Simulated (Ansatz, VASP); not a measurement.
# One calculation of Ir, two programs

```
CELL_PARAMETERS angstrom
0.00000 1.72979 1.72979
1.72979 0.00000 1.72979
1.72979 1.72979 0.00000
ATOMIC_POSITIONS crystal
Ir 0.00000 0.00000 0.00000
```

Change from the starting cell: volume scaled by 0.714, to set the pressure.

Alike in both runs: task single point; functional PBE; k mesh 19 × 19 × 19; occupations fermi-dirac, width 0.05 eV; no spin polarisation.

|  | VASP | Ansatz |
| --- | --- | --- |
| version | VASP 6.6.1 | Ansatz 0.2.0 |
| potentials or method | VASP PAW PBE potentials, release 64 (Ir) | PAW with Ansatz's default frozen-core files, scalar-relativistic |
| plane-wave cutoff (eV) | 500 | 420 |
| valence electrons in the cell | 9 | 17 |

Ansatz gave:

```
pressure (GPa) : 269.2
```

Task: What did VASP give for the same quantities?

Result: Pressure (GPa): 275.1.

Both programs put the cell under a high pressure, so it lies far from rest at this level. VASP's potentials hold 9 valence electrons a cell and Ansatz's 17, so a difference there can come from the potentials and not from the codes.

Neither program's run includes spin-orbit coupling. Noted on VASP's run: the cell as given lies far from equilibrium.
